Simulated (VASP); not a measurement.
# Be (Pmmn) in VASP: further runs

The runs below take Be through single point, relaxation of cell and atoms, with PBE.

Program: VASP 6.6.1. These are calculated values, not measurements. Logs are shortened: lines on timing, memory, paths and dates and some standing lists are left out, and cuts for length are marked.

### 1 The cell of the first run

The structure is orthorhombic, space group Pmmn (No. 59). Conventional cell: a = 2.140 Å, b = 2.220 Å, c = 3.427 Å, α = 90.00°, β = 90.00°, γ = 90.00°. Be (site symmetry mm2) has 8 Be at 1.88 to 2.22 Å within 2.5 Å.

### 2 Single point, PBE

Contents of INCAR:

```
SYSTEM = Be
PREC = Accurate
ENCUT = 520
EDIFF = 1E-6
ISMEAR = 0
SIGMA = 0.1
LREAL = .FALSE.
LASPH = .TRUE.
NELM = 60
ALGO = Fast
ISIF = 2
LWAVE = .FALSE.
LCHARG = .FALSE.
GGA = PE
NBANDS = 9
```

Contents of KPOINTS:

```
Automatic mesh
0
G
  8 8 6
  0 0 0
```

Contents of POSCAR:

```
Be
1.0
    2.1401401200      0.0000000000      0.0000000000
    0.0000000000      2.2195273500      0.0000000000
    0.0000000000      0.0000000000      3.4269682200
Be
2
Direct
    0.0000000000      0.5000000000      0.8431039200
    0.5000000000      0.0000000000      0.1568960800
```

Potentials or basis: VASP PAW PBE potentials, release 64 (Be).

Started as:

```sh
$ cat potpaw_PBE.64/Be/POTCAR > POTCAR
$ mpirun -np 1 vasp_std > vasp.out
```

OUTCAR:

```text
SYSTEM = Be
   PREC = Accurate
   ENCUT = 520
   EDIFF = 1E-6
   ISMEAR = 0
   LREAL = .FALSE.
   LASPH = .TRUE.
   NELM = 60
   ISIF = 2
   GGA = PE

 ion  position               nearest neighbor table
   1  0.000  0.500  0.843-   2 1.88   2 1.88   2 1.88   2 1.88
   2  0.500  0.000  0.157-   1 1.88   1 1.88   1 1.88   1 1.88

  LATTYP: Found a simple orthorhombic cell.
 ALAT       =     2.1401401200
 B/A-ratio  =     1.0370944076
 C/A-ratio  =     1.6012821721

  Lattice vectors:

 A1 = (   2.1401401200,   0.0000000000,   0.0000000000)
 A2 = (   0.0000000000,   2.2195273500,   0.0000000000)
 A3 = (   0.0000000000,   0.0000000000,   3.4269682200)

Analysis of symmetry for initial positions (statically):
=====================================================================
 Subroutine PRICEL returns:
 Original cell was already a primitive cell.

 Routine SETGRP: Setting up the symmetry group for a
 simple orthorhombic supercell.

 Subroutine GETGRP returns: Found  8 space group operations
 (whereof  4 operations were pure point group operations)
 out of a pool of  8 trial point group operations.

The static configuration has the point symmetry C_2v.
 The point group associated with its full space group is D_2h.

Analysis of symmetry for dynamics (positions and initial velocities):
=====================================================================
 Subroutine PRICEL returns:
 Original cell was already a primitive cell.

 Routine SETGRP: Setting up the symmetry group for a
 simple orthorhombic supercell.

 Subroutine GETGRP returns: Found  8 space group operations
 (whereof  4 operations were pure point group operations)
 out of a pool of  8 trial point group operations.

The dynamic configuration has the point symmetry C_2v.
 The point group associated with its full space group is D_2h.

 Subroutine INISYM returns: Found  8 space group operations
 (whereof  4 operations are pure point group operations),
 and found     1 'primitive' translations

----------------------------------------------------------------------------------------

                                     Primitive cell

  volume of cell :      16.2784

  direct lattice vectors                    reciprocal lattice vectors
     2.140140120  0.000000000  0.000000000     0.467259125  0.000000000  0.000000000
     0.000000000  2.219527350  0.000000000     0.000000000  0.450546374  0.000000000
     0.000000000  0.000000000  3.426968220     0.000000000  0.000000000  0.291803115
[... 84 lines left out ...]
   EDIFF  = 0.1E-05   stopping-criterion for ELM
   LREAL  =      F    real-space projection
   EDIFFG = 0.1E-04   stopping-criterion for IOM
   NSW    =      0    number of steps for IOM
   IBRION =     -1    ionic relax: 0-MD 1-quasi-New 2-CG
   NFREE  =      0    steps in history (QN), initial steepest desc. (CG)
   ISIF   =      2    stress and relaxation
   ISYM   =      2    0-nonsym 1-usesym 2-fastsym
   POTIM  = 0.5000    time-step for ionic-motion
   TEBEG  =    0.0;   TEEND  =   0.0 temperature during run
   PSTRESS=    0.0 pullay stress
   NELECT =       4.0000    total number of electrons
   NUPDOWN=      -1.0000    fix difference up-down
   EMIN   =  10.00;   EMAX   =-10.00  energy-range for DOS
   EFERMI =   0.00;   METHOD = LEGACY
   ISMEAR =     0;   SIGMA  =   0.10  broadening in eV -4-tet -1-fermi 0-gaus
   EFERMI_NEDOS =   21; number of points for ismear=-14 and -15
   IALGO  =     68    algorithm
   IMIX   =      4    mixing-type and parameters
     AMIX     =   0.40;   BMIX     =  1.00
     AMIX_MAG =   1.60;   BMIX_MAG =  1.00
  volume/ion in A,a.u.               =       8.14        54.93
  Fermi-wavevector in a.u.,A,eV,Ry     =   1.025394  1.937713 14.305599  1.051432
  Thomas-Fermi vector in A             =   2.159231
   LORBIT       =      0    0 simple, 1 ext, 2 COOP (PROOUT), +10 PAW based schemes
   GGA     = PE    functional components
   LHFCALC =     F    Hartree Fock is set to
   AEXX    =    0.0000 exact exchange contribution
   IVDW    =     0    specifies the selected vdW correction
   LEPSILON=     F    determine dielectric tensor
   LRPA    =     F    only Hartree local field effects (RPA)
 non-spin polarized calculation
 RMM-DIIS sequential band-by-band and
 Gauss-broadening in eV      SIGMA  =   0.10
  energy-cutoff  :      520.00
  volume of cell :       16.28
 maximum number of plane-waves:       456
 NGX is ok and might be reduce to    16
   NGX =  7   NGY =  9   NGZ = 13

 number of electron       4.0000000 magnetization

 Free energy of the ion-electron system (eV)
  ---------------------------------------------------
  ext. energy  EPLUGINS =         0.00000000
  ---------------------------------------------------
  free energy    TOTEN  =        -6.29993822 eV

  energy without entropy =       -6.29846595  energy(sigma->0) =       -6.29920208

 E-fermi :   6.6846     XC(G=0): -10.3135

 val. band max:        6.6500494332   @ k =   0.1250   0.2500   0.0000
 cond. band min:       6.7465187570   @ k =   0.0000   0.3750   0.3333
 fundamental gap:      0.0964693238
 Fermi energy:         6.6845565515

 k-point     1 :       0.0000    0.0000    0.0000
  band No.  band energies     occupation
      1      -4.5217      2.00000
      2       4.6721      2.00000
      3       6.8296      0.04026
      4      15.9149      0.00000
      5      17.8044      0.00000
      6      23.0776      0.00000
      7      27.0789      0.00000
      8      28.5375      0.00000
      9      29.4469      0.00000
[... 265 lines left out ...]
 k-point    24 :       0.3750    0.5000    0.0000
  band No.  band energies     occupation
      1       3.4258      2.00000
      2       3.4258      2.00000
      3      12.5883      0.00000
      4      12.5883      0.00000
      5      14.7932      0.00000
      6      14.7932      0.00000
      7      17.8240      0.00000
      8      17.8240      0.00000
      9      23.9935      0.00000

 [... further k-points ...]
[... 5 lines left out ...]
  --------------------------------------------------------------------------------------
  -------------------------------------------------------------------------------------
  Total        3.5585900      2.3107610      1.7612234      0.0000000      0.0000000      0.0000000
  in kB      350.2480691    227.4326585    173.3453665      0.0000000      0.0000000      0.0000000
  external PRESSURE =     250.3420314 kB  Pullay stress =       0.0000000 kB

 VOLUME and BASIS-vectors are now :
 -----------------------------------------------------------------------------
  energy-cutoff  :      520.00
  volume of cell :       16.28
      direct lattice vectors                 reciprocal lattice vectors
     2.140140120  0.000000000  0.000000000     0.467259125  0.000000000  0.000000000
     0.000000000  2.219527350  0.000000000     0.000000000  0.450546374  0.000000000
     0.000000000  0.000000000  3.426968220     0.000000000  0.000000000  0.291803115

 POSITION                                       TOTAL-FORCE (eV/Angst)
 -----------------------------------------------------------------------------------
      0.00000      1.10976      2.88929         0.000000      0.000000     -3.387571
      1.07007      0.00000      0.53768         0.000000      0.000000      3.387571
 -----------------------------------------------------------------------------------
    total drift:                               -0.000000     -0.000000      0.000000

  FREE ENERGIE OF THE ION-ELECTRON SYSTEM (eV)
  ---------------------------------------------------
  free  energy   TOTEN  =        -6.2999382191 eV

  energy  without entropy=       -6.2984659503  energy(sigma->0) =       -6.29920208
```

stdout:

```text
POSCAR found type information on POSCAR Be
 POSCAR found :  1 types and       2 ions
 scaLAPACK will be used
 LDA part: xc-table for (Slater+PW92), standard interpolation
 POSCAR, INCAR and KPOINTS ok, starting setup
 FFT: planning ... GRIDC
 FFT: planning ... GRID_SOFT
 FFT: planning ... GRID
 WAVECAR not read
 entering main loop
```

It took 6 s on 1 thread of AMD EPYC 9R45 (Zen 5), shared host; peak memory 0.09 GiB.

Results:

```
Free energy            : -6.2999 eV
Pressure               : 25.0 GPa
Largest force          : 3.388 eV/Å
Band gap on the k mesh : zero (band 2 reaches 7.94 eV, above the bottom of band 3 at 6.16 eV)
```

Forces on the atoms (eV/Å):
```
Be   0.000  0.000 -3.388
Be   0.000  0.000  3.388
```

Levels at points of the mesh, in eV from the Fermi level:
| k point | band 1 | band 2 | band 3 | band 4 | band 5 |
| --- | --- | --- | --- | --- | --- |
| (0.00, 0.00, 0.00) | -11.21 | -2.01 | 0.15 | 9.23 | 11.12 |
| (0.50, 0.00, 0.00) | -5.65 | -5.65 | 4.36 | 4.36 | 9.98 |
| (0.00, 0.50, 0.00) | -6.00 | -6.00 | 3.77 | 3.77 | 9.49 |
| (0.50, 0.50, 0.00) | -2.48 | -2.48 | 5.06 | 5.06 | 9.91 |
| (0.00, 0.00, 0.50) | -9.53 | -7.79 | 9.25 | 9.96 | 11.82 |
| (0.50, 0.00, 0.50) | -5.04 | -5.04 | 1.10 | 1.10 | 16.57 |
| (0.00, 0.50, 0.50) | -5.36 | -5.36 | 0.48 | 0.48 | 16.76 |
| (0.50, 0.50, 0.50) | -1.53 | -1.53 | 4.45 | 4.45 | 5.16 |

Caveat: the k points lie up to 0.37 Å⁻¹ apart; forces of over 1 eV/Å act on the atoms, so gaps and moduli don't describe the material at rest.

### 3 Relaxation of cell and atoms, PBE

Contents of INCAR:

```
SYSTEM = Be
PREC = Accurate ; ENCUT = 600
EDIFF = 1E-6 ; ISMEAR = 0
SIGMA = 0.1 ; LREAL = .False.
LASPH = .True. ; NELM = 80
ALGO = Fast ; ISIF = 3
LWAVE = .False. ; LCHARG = .False.
GGA = PE ; IBRION = 2
NSW = 90 ; EDIFFG = -0.04
```

Contents of KPOINTS:

```
Automatic mesh
0
Gamma
  8 8 6
  0 0 0
```

POSCAR is that of step 2.

Potentials or basis: VASP PAW PBE potentials, release 64 (Be).

Started as:

```sh
$ cat potpaw_PBE.64/Be/POTCAR > POTCAR
$ mpirun -np 1 vasp_std > vasp.out
```

It took 32 s on 1 thread of AMD EPYC 9R45 (Zen 5), shared host; peak memory 0.1 GiB.

The run converged. Its results:

* Free energy: -7.3853 eV
* Relaxed volume: 7.87 Å³/atom
* Relaxed cell: a = 2.222 Å, b = 2.222 Å, c = 3.189 Å, α = 90.00°, β = 90.00°, γ = 90.00°
* Space group after relaxing (to 0.05 Å): Fm-3m (No. 225)
* Energy gained by relaxing: 542.6 meV/atom
* Ionic steps: 8
* Pressure after relaxing: 0.1 GPa
* Largest force after relaxing: 0.012 eV/Å
* Band gap on the k mesh: zero (band 2 reaches 8.54 eV, above the bottom of band 3 at 7.50 eV)

Forces in eV/Å, atoms in the order of the input:
```
Be   0.000  0.000  0.012
Be   0.000  0.000 -0.012
```

Stress tensor (GPa, compression positive):
```
 0.14  0.00  0.00
 0.00  0.16  0.00
 0.00  0.00 -0.08
```

The path:
```tsv
step	energy change (eV)	largest force (eV/Å)	pressure (GPa)	volume (Å³)
1	0.0000	3.3875	25.04	16.28
2	-0.7013	0.7884	-13.23	19.45
3	-0.7012	0.8175	-12.86	19.39
4	-0.9266	0.7151	-9.59	17.81
5	-1.0815	0.0537	2.10	15.51
6	-1.0830	0.0955	0.06	15.78
7	-1.0834	0.0516	0.66	15.69
8	-1.0853	0.0116	0.08	15.74
```

Final structure:
```xyz
2
Lattice="2.2221 0.0000 0.0000 0.0000 2.2219 0.0000 0.0000 0.0000 3.1888" Properties=species:S:1:pos:R:3 pbc="T T T"
Be    0.0000    1.1110    2.3906
Be    1.1110    0.0000    0.7982
```

Levels at points of the mesh, in eV from the Fermi level:
| k point | band 1 | band 2 | band 3 | band 4 | band 5 |
| --- | --- | --- | --- | --- | --- |
| (0.00, 0.00, 0.00) | -11.84 | -2.85 | 3.60 | 9.82 | 9.82 |
| (0.50, 0.00, 0.00) | -6.24 | -6.24 | 4.46 | 4.46 | 9.48 |
| (0.00, 0.50, 0.00) | -6.24 | -6.24 | 4.46 | 4.46 | 9.48 |
| (0.50, 0.50, 0.00) | -2.53 | -2.53 | 4.01 | 4.01 | 9.37 |
| (0.00, 0.00, 0.50) | -9.12 | -9.11 | 13.07 | 13.08 | 13.10 |
| (0.50, 0.00, 0.50) | -5.26 | -5.26 | 0.05 | 0.05 | 16.32 |
| (0.00, 0.50, 0.50) | -5.26 | -5.26 | 0.05 | 0.05 | 16.32 |
| (0.50, 0.50, 0.50) | 1.02 | 1.02 | 1.04 | 1.04 | 3.28 |

Caveat: the k points lie up to 0.35 Å⁻¹ apart in the final cell.
